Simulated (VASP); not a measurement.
# Mg3Sb2 (P-3m1) in VASP: further runs

Runs on Mg3Sb2. Level: PBE. Tasks: single point.

All numbers are computed with VASP 6.6.1; they aren't measurements. Logs are shortened: lines on timing, memory, paths and dates and some standing lists are left out, and cuts for length are marked.

## Step 1: The cell of the first run

Symmetry: P-3m1, No. 164, trigonal system. Conventional cell: a = 4.686 Å, b = 4.686 Å, c = 7.193 Å, α = 90.00°, β = 90.00°, γ = 120.00°. Mg (site symmetry 3m) has 4 Sb at 2.88 to 2.94 Å and 6 Mg at 3.33 to 3.77 Å within 3.8 Å. Within 4.2 Å of Mg (site symmetry -3m) lie 6 Sb at 3.16 Å and 6 Mg at 3.77 Å. Sb (site symmetry 3m) has 7 Mg at 2.88 to 3.16 Å within 3.8 Å.

## Step 2: Single point, PBE (biaxial strain in the a-b plane: +2.0 %, then relaxed in part)

INCAR reads:

```
PREC = Accurate
ENCUT = 600
EDIFF = 1E-6
ISMEAR = 0
SIGMA = 0.01
LREAL = F
LASPH = T
NELM = 120
ALGO = Normal
ISIF = 2
LWAVE = F
LCHARG = T
GGA = PE
LELF = T
LVHAR = T
NBANDS = 16
GGA_COMPAT = F
```

KPOINTS reads:

```
Automatic mesh
0
Gamma
  12 12 6
```

POSCAR reads:

```
Mg3Sb2
1.0
    4.6857443988      0.0000000000      0.0000000000
   -2.3428721994      4.0579736850      0.0000000000
    0.0000000000      0.0000000000      7.1925134224
Mg Sb
3 2
Direct
    0.3333333333      0.6666666667      0.6355528413
    0.6666666667      0.3333333333      0.3644471587
    0.0000000000      0.0000000000      0.0000000000
    0.3333333333      0.6666666667      0.2265046531
    0.6666666667      0.3333333333      0.7734953469
```

Potentials or basis: VASP PAW PBE potentials, release 64 (Mg, Sb).

Launch:

```sh
> cat potpaw_PBE.64/Mg/POTCAR potpaw_PBE.64/Sb/POTCAR > POTCAR
> mpirun -np 1 vasp_std > vasp.out
```

OUTCAR:

```text
PREC = Accurate
   ENCUT = 600
   EDIFF = 1E-6
   ISMEAR = 0
   LREAL = F
   LASPH = T
   NELM = 120
   ISIF = 2
   GGA = PE

 ion  position               nearest neighbor table
   1  0.333  0.667  0.636-   5 2.88   5 2.88   5 2.88   4 2.94   2 3.33   2 3.33   2 3.33
   2  0.667  0.333  0.364-   4 2.88   4 2.88   4 2.88   5 2.94   1 3.33   1 3.33   1 3.33
   3  0.000  0.000  0.000-   4 3.16   5 3.16   4 3.16   5 3.16   5 3.16   4 3.16
   4  0.333  0.667  0.227-   2 2.88   2 2.88   2 2.88   1 2.94   3 3.16   3 3.16   3 3.16
   5  0.667  0.333  0.773-   1 2.88   1 2.88   1 2.88   2 2.94   3 3.16   3 3.16   3 3.16

  LATTYP: Found a hexagonal cell.
 ALAT       =     4.6857443988
 C/A-ratio  =     1.5349777560

  Lattice vectors:

 A1 = (   4.6857443988,   0.0000000000,   0.0000000000)
 A2 = (  -2.3428721994,   4.0579736850,   0.0000000000)
 A3 = (   0.0000000000,   0.0000000000,   7.1925134224)

Analysis of symmetry for initial positions (statically):
=====================================================================
 Subroutine PRICEL returns:
 Original cell was already a primitive cell.

 Routine SETGRP: Setting up the symmetry group for a
 hexagonal supercell.

 Subroutine GETGRP returns: Found 12 space group operations
 (whereof 12 operations were pure point group operations)
 out of a pool of 24 trial point group operations.

The static configuration has the point symmetry D_3d.

Analysis of symmetry for dynamics (positions and initial velocities):
=====================================================================
 Subroutine PRICEL returns:
 Original cell was already a primitive cell.

 Routine SETGRP: Setting up the symmetry group for a
 hexagonal supercell.

 Subroutine GETGRP returns: Found 12 space group operations
 (whereof 12 operations were pure point group operations)
 out of a pool of 24 trial point group operations.

The dynamic configuration has the point symmetry D_3d.

 Subroutine INISYM returns: Found 12 space group operations
 (whereof 12 operations are pure point group operations),
 and found     1 'primitive' translations

----------------------------------------------------------------------------------------

                                     Primitive cell

  volume of cell :     136.7630

  direct lattice vectors                    reciprocal lattice vectors
     4.685744399  0.000000000  0.000000000     0.213413263  0.123214205  0.000000000
    -2.342872199  4.057973685  0.000000000     0.000000000  0.246428409  0.000000000
     0.000000000  0.000000000  7.192513422     0.000000000  0.000000000  0.139033456

  length of vectors
     4.685744399  4.685744399  7.192513422     0.246428409  0.246428409  0.139033456

  position of ions in fractional coordinates (direct lattice)
     0.333333333  0.666666667  0.635552841
     0.666666667  0.333333333  0.364447159
     0.000000000  0.000000000  0.000000000
     0.333333333  0.666666667  0.226504653
     0.666666667  0.333333333  0.773495347

  ion indices of the primitive-cell ions
   primitive index   ion index
                 1           1
                 2           2
                 3           3
                 4           4
                 5           5

----------------------------------------------------------------------------------------

 KPOINTS: Automatic mesh

Automatic generation of k-mesh.
 Grid dimensions read from file:
 generate k-points for:   12   12    6

 Generating k-lattice:

  Cartesian coordinates                     Fractional coordinates (reciprocal lattice)
     0.017784439  0.010267850  0.000000000     0.083333333  0.000000000  0.000000000
     0.000000000  0.020535701  0.000000000     0.000000000  0.083333333  0.000000000
     0.000000000  0.000000000  0.023172243     0.000000000  0.000000000  0.166666667

  Length of vectors
     0.020535701  0.020535701  0.023172243

  Shift w.r.t. Gamma in fractional coordinates (k-lattice)
     0.000000000  0.000000000  0.000000000

 Subroutine IBZKPT returns following result:
 ===========================================

 Found    100 irreducible k-points:

 Following reciprocal coordinates:
            Coordinates               Weight
  0.000000  0.000000  0.000000      1.000000
  0.083333  0.000000  0.000000      6.000000
  0.166667  0.000000  0.000000      6.000000
  0.250000  0.000000  0.000000      6.000000
  0.333333  0.000000  0.000000      6.000000
  0.416667  0.000000  0.000000      6.000000
[... 16 lines left out ...]
  0.166667  0.000000  0.166667      6.000000
  0.000000  0.166667  0.166667      6.000000
 [... further k-points ...]
   k-points           NKPTS =    100   k-points in BZ     NKDIM =    100   number of bands    NBANDS=     16
   number of dos      NEDOS =    301   number of ions     NIONS =      5
   total plane-waves  NPLWV =  96000
   dimension x,y,z NGX =    40 NGY =   40 NGZ =   60
   dimension x,y,z NGXF=    80 NGYF=   80 NGZF=  120
   ions per type =               3   2
   NGX,Y,Z   is equivalent  to a cutoff of  14.19, 14.19, 13.87 a.u.
   NGXF,Y,Z  is equivalent  to a cutoff of  28.38, 28.38, 27.74 a.u.
 SYSTEM =  unknown system
   PREC   = accura    normal or accurate (medium, high low for compatibility)
   ISTART =      0    job   : 0-new  1-cont  2-samecut
   ICHARG =      2    charge: 1-file 2-atom 10-const
   ISPIN  =      1    spin polarized calculation?
   LNONCOLLINEAR =      F non collinear calculations
   LSORBIT =      F    spin-orbit coupling
   LASPH  =      T    aspherical Exc in radial PAW
   ENCUT  =  600.0 eV  44.10 Ry    6.64 a.u.   9.36  9.36 14.37*2*pi/ulx,y,z
   NELM   =    120;   NELMIN=  2; NELMDL= -5     # of ELM steps
   EDIFF  = 0.1E-05   stopping-criterion for ELM
   LREAL  =      F    real-space projection
   EDIFFG = 0.1E-04   stopping-criterion for IOM
   NSW    =      0    number of steps for IOM
   IBRION =     -1    ionic relax: 0-MD 1-quasi-New 2-CG
   NFREE  =      0    steps in history (QN), initial steepest desc. (CG)
   ISIF   =      2    stress and relaxation
   ISYM   =      2    0-nonsym 1-usesym 2-fastsym
   POTIM  = 0.5000    time-step for ionic-motion
   TEBEG  =    0.0;   TEEND  =   0.0 temperature during run
   PSTRESS=    0.0 pullay stress
   NELECT =      16.0000    total number of electrons
   NUPDOWN=      -1.0000    fix difference up-down
   EMIN   =  10.00;   EMAX   =-10.00  energy-range for DOS
   EFERMI =   0.00;   METHOD = LEGACY
   ISMEAR =     0;   SIGMA  =   0.01  broadening in eV -4-tet -1-fermi 0-gaus
   EFERMI_NEDOS =   21; number of points for ismear=-14 and -15
   IALGO  =     38    algorithm
   IMIX   =      4    mixing-type and parameters
     AMIX     =   0.40;   BMIX     =  1.00
     AMIX_MAG =   1.60;   BMIX_MAG =  1.00
  volume/ion in A,a.u.               =      27.35       184.58
  Fermi-wavevector in a.u.,A,eV,Ry     =   0.800679  1.513065  8.722525  0.641088
  Thomas-Fermi vector in A             =   1.908021
   LORBIT       =      0    0 simple, 1 ext, 2 COOP (PROOUT), +10 PAW based schemes
   GGA     = PE    functional components
   LHFCALC =     F    Hartree Fock is set to
   AEXX    =    0.0000 exact exchange contribution
   IVDW    =     0    specifies the selected vdW correction
   LEPSILON=     F    determine dielectric tensor
   LRPA    =     F    only Hartree local field effects (RPA)
 non-spin polarized calculation
 Gauss-broadening in eV      SIGMA  =   0.01
  energy-cutoff  :      600.00
  volume of cell :      136.76
 maximum number of plane-waves:      4613
 NGX is ok and might be reduce to    40
   NGX = 19   NGY = 19   NGZ = 29

 number of electron      16.0000000 magnetization

 Free energy of the ion-electron system (eV)
  ---------------------------------------------------
  ext. energy  EPLUGINS =         0.00000000
  ---------------------------------------------------
  free energy    TOTEN  =       -14.61924523 eV

  energy without entropy =      -14.61920084  energy(sigma->0) =      -14.61922303

 E-fermi :   4.1803     XC(G=0):  -8.6344

 val. band max:        4.1701251660   @ k =   0.0000   0.4167   0.3333
 cond. band min:       4.1853138700   @ k =   0.0833   0.0000   0.0000
 fundamental gap:      0.0151887040
 Fermi energy:         4.1803408247

 k-point     1 :       0.0000    0.0000    0.0000
  band No.  band energies     occupation
      1      -5.9733      2.00000
      2      -4.7467      2.00000
      3      -0.5386      2.00000
      4       2.9589      2.00000
      5       2.9589      2.00000
      6       3.6785      2.00000
[... 8 lines left out ...]
     15       8.1743      0.00000
     16       8.8843      0.00000

 k-point     2 :       0.0833    0.0000    0.0000
  band No.  band energies     occupation
      1      -5.9292      2.00000
      2      -4.7232      2.00000
      3      -0.4821      2.00000
      4       2.4909      2.00000
      5       2.8216      2.00000
      6       3.1900      2.00000
[... 8 lines left out ...]
     15       8.3674      0.00000
     16       8.5383      0.00000

 k-point     3 :       0.1667    0.0000    0.0000
  band No.  band energies     occupation
      1      -5.8001      2.00000
      2      -4.6600      2.00000
      3      -0.3147      2.00000
      4       1.6445      2.00000
      5       2.4262      2.00000
      6       2.5388      2.00000
[... 8 lines left out ...]
     15       8.0901      0.00000
     16       8.7464      0.00000

 k-point     4 :       0.2500    0.0000    0.0000
  band No.  band energies     occupation
      1      -5.5981      2.00000
      2      -4.5804      2.00000
      3      -0.0475      2.00000
      4       0.8409      2.00000
      5       1.7037      2.00000
      6       2.2518      2.00000
[... 8 lines left out ...]
     15       8.5228      0.00000
     16       9.0532      0.00000
[... 324 lines left out ...]
 k-point    22 :       0.0000    0.0833    0.1667
  band No.  band energies     occupation
      1      -5.8722      2.00000
      2      -4.8381      2.00000
      3      -0.2475      2.00000
      4       2.5318      2.00000
      5       2.8884      2.00000
      6       2.9824      2.00000
[... 8 lines left out ...]
     15       8.1698      0.00000
     16       8.6905      0.00000

 k-point    23 :       0.1667    0.0000    0.1667
  band No.  band energies     occupation
      1      -5.7447      2.00000
      2      -4.7663      2.00000
      3      -0.1043      2.00000
      4       1.7150      2.00000
      5       2.1988      2.00000
      6       2.5787      2.00000
[... 8 lines left out ...]
     15       8.4501      0.00000
     16       8.6914      0.00000

 k-point    24 :       0.0000    0.1667    0.1667
  band No.  band energies     occupation
      1      -5.7453      2.00000
      2      -4.7648      2.00000
      3      -0.1269      2.00000
      4       1.7297      2.00000
      5       2.2851      2.00000
      6       2.6116      2.00000
[... 8 lines left out ...]
     15       8.1478      0.00000
     16       8.7963      0.00000

 [... further k-points ...]
[... 5 lines left out ...]
  --------------------------------------------------------------------------------------
  -------------------------------------------------------------------------------------
  Total       -1.4366599     -1.4366599      0.0209820      0.0000000      0.0000000      0.0000000
  in kB      -16.8304622    -16.8304622      0.2458036      0.0000000      0.0000000      0.0000000
  external PRESSURE =     -11.1383736 kB  Pullay stress =       0.0000000 kB

 VOLUME and BASIS-vectors are now :
 -----------------------------------------------------------------------------
  energy-cutoff  :      600.00
  volume of cell :      136.76
      direct lattice vectors                 reciprocal lattice vectors
     4.685744399  0.000000000  0.000000000     0.213413263  0.123214205  0.000000000
    -2.342872199  4.057973685  0.000000000     0.000000000  0.246428409  0.000000000
     0.000000000  0.000000000  7.192513422     0.000000000  0.000000000  0.139033456

 POSITION                                       TOTAL-FORCE (eV/Angst)
 -----------------------------------------------------------------------------------
     -0.00000      2.70532      4.57122        -0.000000     -0.000000      0.003095
      2.34287      1.35266      2.62129        -0.000000      0.000000     -0.003095
      0.00000      0.00000      0.00000        -0.000000      0.000000      0.000000
     -0.00000      2.70532      1.62914         0.000000      0.000000     -0.021075
      2.34287      1.35266      5.56338         0.000000      0.000000      0.021075
 -----------------------------------------------------------------------------------
    total drift:                               -0.000000      0.000000      0.000000

  FREE ENERGIE OF THE ION-ELECTRON SYSTEM (eV)
  ---------------------------------------------------
  free  energy   TOTEN  =       -14.6192452307 eV

  energy  without entropy=      -14.6192008368  energy(sigma->0) =      -14.61922303
```

Wall time 2.7 min (1 thread of Oxide Virtual Turin-like, shared host); peak memory 0.44 GiB.

Results:

```yaml
Free_energy: -14.6192 eV
Pressure: -1.1 GPa
Largest_force: 0.021 eV/Å
Band_gap_on_the_k_mesh: zero (bands 8 and 9 overlap by 0.09 eV)
```

Forces on the atoms (eV/Å):
```
Mg   0.000  0.000  0.003
Mg   0.000  0.000 -0.003
Mg   0.000  0.000  0.000
Sb   0.000  0.000 -0.021
Sb   0.000  0.000  0.021
```

Stress tensor (GPa, compression positive):
```
-1.68  0.00  0.00
 0.00 -1.68  0.00
 0.00  0.00  0.02
```

Caveat: the cell differs from its parent crystal (biaxial strain in the a-b plane: +2.0 %, then relaxed in part); semilocal functionals underestimate gaps, and a narrow one can read as zero; spin-orbit coupling is left out, which moves the levels of the heavy elements.

(Part 1 of 2 ends here.)

The gap in the log of VASP goes by the Fermi energy; the results here count the filled bands.